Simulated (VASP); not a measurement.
Runs of VASP 6.6.1 on CaHfO. The structure is that of space group P4/mmm (No. 123), or close to it. The cells are those of the table. The cell was generated, and may not be a known phase.

```tsv
task	cell	k mesh	cutoff (eV)	gap on the mesh (eV)	pressure (GPa)	relaxed volume (Å³/atom)
relaxation of cell and atoms	relaxed from a = 3.575, b = 3.575, c = 4.253 Å, 3 atoms	14 × 14 × 12	600	none	0.1	18.04
relaxation of cell and atoms	relaxed from a = 3.575, b = 3.575, c = 4.253 Å, 3 atoms	6 × 6 × 4	600	none	0.1	(a)
single point	a = 3.568, b = 3.568, c = 4.256 Å, 3 atoms	14 × 14 × 12	520	none	-0.4	-
single point	a = 3.575, b = 3.575, c = 4.253 Å, 3 atoms	6 × 6 × 4	520	none	-0.4	-
single point	a = 3.575, b = 3.575, c = 4.253 Å, 3 atoms	4 × 4 × 6	520	none	-0.4	-
```

Alike in all rows: level PBE; potentials or basis VASP PAW PBE potentials, release 64 (Ca_sv, Hf_pv, O); no spin polarisation; smearing gaussian 0.1 eV.

Q: Fill in the values left out.

A: (a) 18.09.

Caveats: some runs use coarse meshes; spin-orbit coupling is left out, which moves the levels of the heavy elements.

A k mesh can miss the band edges, and the runs leave out spin-orbit coupling on Hf.

A gap of «none» marks levels without a gap at the run's occupations.
